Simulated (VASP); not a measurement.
# AlN (F-43m) in VASP: further runs

Runs on AlN. Level: PBEsol. Tasks: relaxation of cell and atoms, single point.

All numbers are computed with VASP 6.6.1; they aren't measurements. Logs are shortened: lines on timing, memory, paths and dates and some standing lists are left out, and cuts for length are marked.

## 1. The cell of the first run

Symmetry: F-43m, No. 216, cubic system. Conventional cell: a = 4.378 Å, b = 4.378 Å, c = 4.378 Å, α = 90.00°, β = 90.00°, γ = 90.00°. Al (site symmetry -43m) has 4 N at 1.90 Å within 2.5 Å. Within 2.5 Å of N (site symmetry -43m) lie 4 Al at 1.90 Å.

## 2. Relaxation of cell and atoms, PBEsol, target pressure 6 GPa, at which the enthalpy is minimised

Input file INCAR:

```
SYSTEM = AlN
ALGO     = Normal         ! electronic algorithm
EDIFF    = 1E-7           ! SCF threshold, eV
EDIFFG   = -0.001         ! ionic threshold
ENCUT    = 600            ! plane-wave cutoff, eV
GGA      = PS             ! functional
IBRION   = 2              ! ionic algorithm
ISIF     = 3              ! what is computed and relaxed
ISMEAR   = 0              ! smearing method
LASPH    = .True.         ! aspherical terms in the spheres
LCHARG   = .False.        ! write CHGCAR
LREAL    = .False.        ! projectors in reciprocal space
LWAVE    = .False.        ! write WAVECAR
NELM     = 100            ! most SCF steps
NSW      = 80             ! ionic steps
PREC     = Accurate       ! precision mode
PSTRESS  = 60.0         
SIGMA    = 0.01           ! smearing width, eV
```

Input file KPOINTS:

```
k-points
0
Gamma
  10 10 10
  0 0 0
```

Input file POSCAR:

```
AlN
1.0
    0.0000000000      2.1888400046      2.1888400046
    2.1888400046      0.0000000000      2.1888400046
    2.1888400046      2.1888400046      0.0000000000
Al N
1 1
Direct
    0.0000000000      0.0000000000      0.0000000000
    0.7500000000      0.7500000000      0.7500000000
```

Potentials or basis: VASP PAW PBE potentials, release 64 (Al, N).

On the command line:

```bash
$ cat potpaw_PBE.64/Al/POTCAR potpaw_PBE.64/N/POTCAR > POTCAR
$ mpirun -np 1 vasp_std > vasp.out
```

OUTCAR:

```text
SYSTEM = AlN
   EDIFF = 1E-7
   EDIFFG = -0.001
   ENCUT = 600
   GGA = PS
   IBRION = 2
   ISIF = 3
   ISMEAR = 0
   LASPH = .True.
   LREAL = .False.
   NELM = 100
   NSW = 80
   PREC = Accurate
   PSTRESS = 60.0

 ion  position               nearest neighbor table
   1  0.000  0.000  0.000-   2 1.90   2 1.90   2 1.90   2 1.90
   2  0.750  0.750  0.750-   1 1.90   1 1.90   1 1.90   1 1.90

  LATTYP: Found a face centered cubic cell.
 ALAT       =     4.3776800092

  Lattice vectors:

 A1 = (   0.0000000000,   2.1888400046,   2.1888400046)
 A2 = (   2.1888400046,   0.0000000000,   2.1888400046)
 A3 = (   2.1888400046,   2.1888400046,   0.0000000000)

Analysis of symmetry for initial positions (statically):
=====================================================================
 Subroutine PRICEL returns:
 Original cell was already a primitive cell.

 Routine SETGRP: Setting up the symmetry group for a
 face centered cubic supercell.

 Subroutine GETGRP returns: Found 24 space group operations
 (whereof 24 operations were pure point group operations)
 out of a pool of 48 trial point group operations.

The static configuration has the point symmetry T_d .

Analysis of symmetry for dynamics (positions and initial velocities):
=====================================================================
 Subroutine PRICEL returns:
 Original cell was already a primitive cell.

 Routine SETGRP: Setting up the symmetry group for a
 face centered cubic supercell.

 Subroutine GETGRP returns: Found 24 space group operations
 (whereof 24 operations were pure point group operations)
 out of a pool of 48 trial point group operations.

The dynamic configuration has the point symmetry T_d .

 Subroutine INISYM returns: Found 24 space group operations
 (whereof 24 operations are pure point group operations),
 and found     1 'primitive' translations

----------------------------------------------------------------------------------------

                                     Primitive cell

  volume of cell :      20.9736

  direct lattice vectors                    reciprocal lattice vectors
     0.000000000  2.188840005  2.188840005    -0.228431497  0.228431497  0.228431497
     2.188840005  0.000000000  2.188840005     0.228431497 -0.228431497  0.228431497
     2.188840005  2.188840005  0.000000000     0.228431497  0.228431497 -0.228431497

  length of vectors
     3.095487220  3.095487220  3.095487220     0.395654960  0.395654960  0.395654960

  position of ions in fractional coordinates (direct lattice)
     0.000000000  0.000000000  0.000000000
     0.750000000  0.750000000  0.750000000

  ion indices of the primitive-cell ions
   primitive index   ion index
                 1           1
                 2           2

----------------------------------------------------------------------------------------

 KPOINTS: k-points

Automatic generation of k-mesh.
 Grid dimensions read from file:
 generate k-points for:   10   10   10

 Generating k-lattice:

  Cartesian coordinates                     Fractional coordinates (reciprocal lattice)
    -0.022843150  0.022843150  0.022843150     0.100000000  0.000000000  0.000000000
     0.022843150 -0.022843150  0.022843150     0.000000000  0.100000000  0.000000000
     0.022843150  0.022843150 -0.022843150     0.000000000  0.000000000  0.100000000

  Length of vectors
     0.039565496  0.039565496  0.039565496

  Shift w.r.t. Gamma in fractional coordinates (k-lattice)
     0.000000000  0.000000000  0.000000000

 Subroutine IBZKPT returns following result:
 ===========================================

 Found     47 irreducible k-points:

 Following reciprocal coordinates:
            Coordinates               Weight
  0.000000  0.000000  0.000000      1.000000
  0.100000  0.000000  0.000000      8.000000
  0.200000  0.000000  0.000000      8.000000
  0.300000  0.000000  0.000000      8.000000
  0.400000  0.000000  0.000000      8.000000
  0.500000  0.000000  0.000000      4.000000
[... 16 lines left out ...]
  0.300000  0.300000  0.000000      6.000000
  0.400000  0.300000  0.000000     24.000000
 [... further k-points ...]
   k-points           NKPTS =     47   k-points in BZ     NKDIM =     47   number of bands    NBANDS=      8
   number of dos      NEDOS =    301   number of ions     NIONS =      2
   total plane-waves  NPLWV =  21952
   dimension x,y,z NGX =    28 NGY =   28 NGZ =   28
   dimension x,y,z NGXF=    56 NGYF=   56 NGZF=   56
   ions per type =               1   1
   NGX,Y,Z   is equivalent  to a cutoff of  15.04, 15.04, 15.04 a.u.
   NGXF,Y,Z  is equivalent  to a cutoff of  30.08, 30.08, 30.08 a.u.
 SYSTEM =  AlN
   PREC   = accura    normal or accurate (medium, high low for compatibility)
   ISTART =      0    job   : 0-new  1-cont  2-samecut
   ICHARG =      2    charge: 1-file 2-atom 10-const
   ISPIN  =      1    spin polarized calculation?
   LNONCOLLINEAR =      F non collinear calculations
   LSORBIT =      F    spin-orbit coupling
   LASPH  =      T    aspherical Exc in radial PAW
   ENCUT  =  600.0 eV  44.10 Ry    6.64 a.u.   6.18  6.18  6.18*2*pi/ulx,y,z
   NELM   =    100;   NELMIN=  2; NELMDL= -5     # of ELM steps
   EDIFF  = 0.1E-06   stopping-criterion for ELM
   LREAL  =      F    real-space projection
   EDIFFG = -.1E-02   stopping-criterion for IOM
   NSW    =     80    number of steps for IOM
   IBRION =      2    ionic relax: 0-MD 1-quasi-New 2-CG
   NFREE  =      1    steps in history (QN), initial steepest desc. (CG)
   ISIF   =      3    stress and relaxation
   ISYM   =      2    0-nonsym 1-usesym 2-fastsym
   POTIM  = 0.5000    time-step for ionic-motion
   TEBEG  =    0.0;   TEEND  =   0.0 temperature during run
   PSTRESS=   60.0 pullay stress
   NELECT =       8.0000    total number of electrons
   NUPDOWN=      -1.0000    fix difference up-down
   EMIN   =  10.00;   EMAX   =-10.00  energy-range for DOS
   EFERMI =   0.00;   METHOD = LEGACY
   ISMEAR =     0;   SIGMA  =   0.01  broadening in eV -4-tet -1-fermi 0-gaus
   EFERMI_NEDOS =   21; number of points for ismear=-14 and -15
   IALGO  =     38    algorithm
   IMIX   =      4    mixing-type and parameters
     AMIX     =   0.40;   BMIX     =  1.00
     AMIX_MAG =   1.60;   BMIX_MAG =  1.00
  volume/ion in A,a.u.               =      10.49        70.77
  Fermi-wavevector in a.u.,A,eV,Ry     =   1.187264  2.243605 19.178731  1.409597
  Thomas-Fermi vector in A             =   2.323420
   LORBIT       =      0    0 simple, 1 ext, 2 COOP (PROOUT), +10 PAW based schemes
   GGA     = PS    functional components
   LHFCALC =     F    Hartree Fock is set to
   AEXX    =    0.0000 exact exchange contribution
   IVDW    =     0    specifies the selected vdW correction
   LEPSILON=     F    determine dielectric tensor
   LRPA    =     F    only Hartree local field effects (RPA)
 conjugate gradient relaxation of ions
 non-spin polarized calculation
 Gauss-broadening in eV      SIGMA  =   0.01
  energy-cutoff  :      600.00
  volume of cell :       20.97
 maximum number of plane-waves:       725
 NGX is ok and might be reduce to    28
   NGX = 13   NGY = 13   NGZ = 13

--------------------------------------- Ionic step        1  -------------------------------------------

 number of electron       7.9999999 magnetization

 Free energy of the ion-electron system (eV)
  ---------------------------------------------------
  ext. energy  EPLUGINS =         0.00000000
  ---------------------------------------------------
  free energy    TOTEN  =       -15.61302856 eV

  energy without entropy =      -15.61302856  energy(sigma->0) =      -15.61302856

------------------------ aborting loop because EDIFF is reached ----------------------------------------

  FORCE on cell =-STRESS in cart. coord.  units (eV):
  Direction    XX          YY          ZZ          XY          YZ          ZX
  --------------------------------------------------------------------------------------
  -------------------------------------------------------------------------------------
  Total       -0.0198757     -0.0198757     -0.0198757      0.0000000     -0.0000000      0.0000000
  in kB       -1.5183154     -1.5183154     -1.5183154      0.0000000     -0.0000000      0.0000000
  external PRESSURE =     -61.5183154 kB  Pullay stress =      60.0000000 kB

 VOLUME and BASIS-vectors are now :
 -----------------------------------------------------------------------------
  energy-cutoff  :      600.00
  volume of cell :       20.97
      direct lattice vectors                 reciprocal lattice vectors
     0.000000000  2.188840005  2.188840005    -0.228431497  0.228431497  0.228431497
     2.188840005  0.000000000  2.188840005     0.228431497 -0.228431497  0.228431497
     2.188840005  2.188840005  0.000000000     0.228431497  0.228431497 -0.228431497
[... 160 lines left out ...]
  FREE ENERGIE OF THE ION-ELECTRON SYSTEM (eV)
  ---------------------------------------------------
  free  energy   TOTEN  =       -15.6027034264 eV

  energy  without entropy=      -15.6027034264  energy(sigma->0) =      -15.60270343

  enthalpy is  TOTEN    =       -14.8393352757 eV   P V=        0.7633681507

--------------------------------------- Ionic step        6  -------------------------------------------

 number of electron       8.0000000 magnetization

 Free energy of the ion-electron system (eV)
  ---------------------------------------------------
  ext. energy  EPLUGINS =         0.00000000
  ---------------------------------------------------
  free energy    TOTEN  =       -15.60241343 eV

  energy without entropy =      -15.60241343  energy(sigma->0) =      -15.60241343

 E-fermi :   6.1833     XC(G=0): -11.2270

 val. band max:        6.0894628488   @ k =   0.0000   0.0000   0.0000
 cond. band min:       9.2869326241   @ k =   0.5000   0.5000   0.0000
 fundamental gap:      3.1974697753
 Fermi energy:         6.1832950632

 k-point     1 :       0.0000    0.0000    0.0000
  band No.  band energies     occupation
      1      -9.0002      2.00000
      2       6.0895      2.00000
      3       6.0895      2.00000
      4       6.0895      2.00000
      5      10.4202      0.00000
      6      18.7782      0.00000
      7      18.7782      0.00000
      8      18.7782      0.00000

 k-point     2 :       0.1000    0.0000    0.0000
  band No.  band energies     occupation
      1      -8.8481      2.00000
      2       5.2690      2.00000
      3       6.0374      2.00000
      4       6.0374      2.00000
      5      11.0781      0.00000
      6      18.3860      0.00000
      7      18.9151      0.00000
      8      18.9151      0.00000
[... 221 lines left out ...]
 k-point    23 :       0.3000    0.3000    0.0000
  band No.  band energies     occupation
      1      -7.3892      2.00000
      2       2.5202      2.00000
      3       4.8220      2.00000
      4       4.8220      2.00000
      5      11.3811      0.00000
      6      15.8143      0.00000
      7      18.1351      0.00000
      8      20.7481      0.00000

 k-point    24 :       0.4000    0.3000    0.0000
  band No.  band energies     occupation
      1      -6.9009      2.00000
      2       1.8625      2.00000
      3       4.3460      2.00000
      4       4.6556      2.00000
      5      10.9374      0.00000
      6      15.6423      0.00000
      7      18.5362      0.00000
      8      20.8212      0.00000

 [... further k-points ...]
[... 5 lines left out ...]
  --------------------------------------------------------------------------------------
  -------------------------------------------------------------------------------------
  Total        0.7630185      0.7630185      0.7630185     -0.0000000      0.0000000      0.0000000
  in kB       59.9954820     59.9954820     59.9954820     -0.0000000      0.0000000      0.0000000
  external PRESSURE =      -0.0045180 kB  Pullay stress =      60.0000000 kB

 VOLUME and BASIS-vectors are now :
 -----------------------------------------------------------------------------
  energy-cutoff  :      600.00
  volume of cell :       20.38
      direct lattice vectors                 reciprocal lattice vectors
     0.000000000  2.167865658  2.167865658    -0.230641598  0.230641598  0.230641598
     2.167865658  0.000000000  2.167865658     0.230641598 -0.230641598  0.230641598
     2.167865658  2.167865658 -0.000000000     0.230641598  0.230641598 -0.230641598

 POSITION                                       TOTAL-FORCE (eV/Angst)
 -----------------------------------------------------------------------------------
      2.16787      2.16787     -0.00000         0.000000      0.000000      0.000000
      3.25180      3.25180      3.25180        -0.000000     -0.000000     -0.000000
 -----------------------------------------------------------------------------------
    total drift:                               -0.000000     -0.000000     -0.000000

  FREE ENERGIE OF THE ION-ELECTRON SYSTEM (eV)
  ---------------------------------------------------
  free  energy   TOTEN  =       -15.6024134279 eV

  energy  without entropy=      -15.6024134279  energy(sigma->0) =      -15.60241343

  enthalpy is  TOTEN    =       -14.8393374879 eV   P V=        0.7630759399

 reached required accuracy - stopping structural energy minimisation
```

Wall time 16 s (1 thread of Intel Xeon 6975P-C (Granite Rapids), shared host); peak memory 0.15 GiB.

What came out:

| Quantity | Value |
| --- | --- |
| Free energy | -15.6024 eV |
| Relaxed volume | 10.19 Å³/atom |
| Relaxed cell | a = 3.066 Å, b = 3.066 Å, c = 3.066 Å, α = 60.00°, β = 60.00°, γ = 60.00° |
| Space group after relaxing (to 0.05 Å) | F-43m (No. 216) |
| Energy change on relaxing (the enthalpy is what falls) | +5.3 meV/atom |
| Ionic steps | 6 |
| Pressure after relaxing | 6.0 GPa |
| Band gap on the k mesh | 3.20 eV, indirect (least direct gap 4.33 eV) |

Step by step:
```csv
step,energy change (eV),largest force (eV/Å),pressure (GPa),volume (Å³)
1,0.0000,0.0000,-0.15,20.97
2,0.0462,0.0000,13.15,19.77
3,0.0105,0.0000,5.97,20.38
4,0.0110,0.0000,6.10,20.37
5,0.0103,0.0000,5.91,20.38
6,0.0106,0.0000,6.00,20.38
```

Final structure:
```yaml
crystal:
  lattice:
    - [0.00000, 2.16787, 2.16787]
    - [2.16787, 0.00000, 2.16787]
    - [2.16787, 2.16787, 0.00000]
  atoms:
    - { symbol: Al, position: [0.00000, 0.00000, 0.00000] }
    - { symbol: N, position: [0.75000, 0.75000, 0.75000] }
```

Levels at points of the mesh, in eV from the valence-band top:
```
           k point  band 1  band 2  band 3  band 4  band 5  band 6  band 7  band 8
(0.00, 0.00, 0.00)  -15.09    0.00    0.00    0.00    4.33   12.69   12.69   12.69
(0.50, 0.00, 0.00)  -12.94   -6.01   -0.48   -0.48    7.49    9.92   11.17   11.17
(0.50, 0.50, 0.00)  -12.27   -5.02   -1.81   -1.81    3.20    8.62   14.18   15.90
```

Caveat: the cell is relaxed towards a set pressure, so the enthalpy falls and the energy may rise; the PAW data sets were made with another functional, which shifts forces and pressure a little. A k mesh can miss the band edges.

## 3. Single point, PBEsol (strained)

Input file INCAR:

```
SYSTEM = AlN
ALGO = Normal
EDIFF = 1E-6
ENCUT = 520
GGA = PS
ISIF = 2
ISMEAR = 0
LASPH = .TRUE.
LCHARG = .FALSE.
LREAL = .FALSE.
LWAVE = .FALSE.
NBANDS = 11
NELM = 80
PREC = Accurate
SIGMA = 0.02
```

Input file KPOINTS:

```
k-points
0
G
  10 10 10
  0 0 0
```

Input file POSCAR:

```
AlN
1.0
    0.0000000000      2.1044088343      2.1044088343
    2.1044088343      0.0000000000      2.1044088343
    2.1044088343      2.1044088343      0.0000000000
Al N
1 1
Direct
    0.0000000000      0.0000000000      0.0000000000
    0.7500000000      0.7500000000      0.7500000000
```

Potentials or basis: VASP PAW PBE potentials, release 64 (Al, N).

On the command line:

```bash
$ cat potpaw_PBE.64/Al/POTCAR potpaw_PBE.64/N/POTCAR > POTCAR
$ mpirun -np 1 vasp_std > vasp.out
```

Wall time 7.8 s (1 thread of Intel Xeon Platinum 8259CL at 2.50GHz (Skylake/Cascade Lake), shared host); peak memory 0.13 GiB.

It converged, with:

| Quantity | Value |
| --- | --- |
| Free energy | -15.4119 eV |
| Pressure | 29.9 GPa |
| Band gap on the k mesh | 3.23 eV, indirect (least direct gap 5.13 eV) |

Levels at points of the mesh, in eV from the valence-band top:
| k point | band 2 | band 3 | band 4 | band 5 | band 6 | band 7 |
| --- | --- | --- | --- | --- | --- | --- |
| (0.00, 0.00, 0.00) | 0.00 | 0.00 | 0.00 | 5.15 | 13.60 | 13.60 |
| (0.50, 0.00, 0.00) | -6.40 | -0.49 | -0.49 | 8.31 | 10.54 | 11.74 |
| (0.50, 0.50, 0.00) | -5.31 | -1.90 | -1.90 | 3.23 | 9.15 | 15.48 |

Caveat: the cell differs from its parent crystal (strained); the PAW data sets were made with another functional, which shifts forces and pressure a little.
